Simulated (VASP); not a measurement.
# MoS2: single point with PBE+D3(BJ)

The system is MoS2, a sheet with vacuum.

```
S Mo
1.0
     3.12840    0.00000    0.00000
    -1.56420    2.70927    0.00000
     0.00000    0.00000   42.35400
S Mo
4 2
Cartesian
  1.5642 0.9031 9.0262
  1.5642 0.9031 12.1757
  0.0000 1.8062 15.1013
  0.0000 1.8062 18.2508
  0.0000 1.8062 10.6016
  1.5642 0.9031 16.6754
```

```json
{
  "Program": "VASP 6.6.1",
  "Task": "single point",
  "Functional": "PBE",
  "Dispersion": "D3(BJ)",
  "Potentials or basis": "VASP PAW PBE potentials, release 64 (S, Mo_sv)",
  "Cutoff": "520 eV",
  "k mesh": "12 × 12 × 1",
  "Occupations": "gaussian, width 0.02 eV",
  "Spin": "no spin polarisation"
}
```

```yaml
Largest_force: 0.014 eV/Å
Band_gap_on_the_k_mesh: 1.26 eV, indirect (least direct gap 1.83 eV)
Dispersion_energy_per_atom: -0.380 eV
```

Forces in eV/Å, atoms in the order of the input:
```
S    0.000  0.000  0.010
S    0.000  0.000 -0.014
S    0.000  0.000  0.014
S    0.000  0.000 -0.010
Mo   0.000  0.000  0.002
Mo   0.000  0.000 -0.002
```

Levels at points of the mesh, in eV from the valence-band top:
```csv
k point,band 23,band 24,band 25,band 26,band 27,band 28,band 29,band 30
"(0.00, 0.00, 0.00)",-1.80,-1.80,-0.78,0.00,2.46,2.46,2.48,2.48
"(0.50, 0.00, 0.00)",-1.34,-1.21,-1.13,-1.07,2.02,2.05,2.43,2.60
```

Run time: 3.2 min on 1 thread of Intel(R) Xeon(R) Platinum 8559C (Emerald Rapids), with other jobs on the host, peak memory 0.54 GiB.
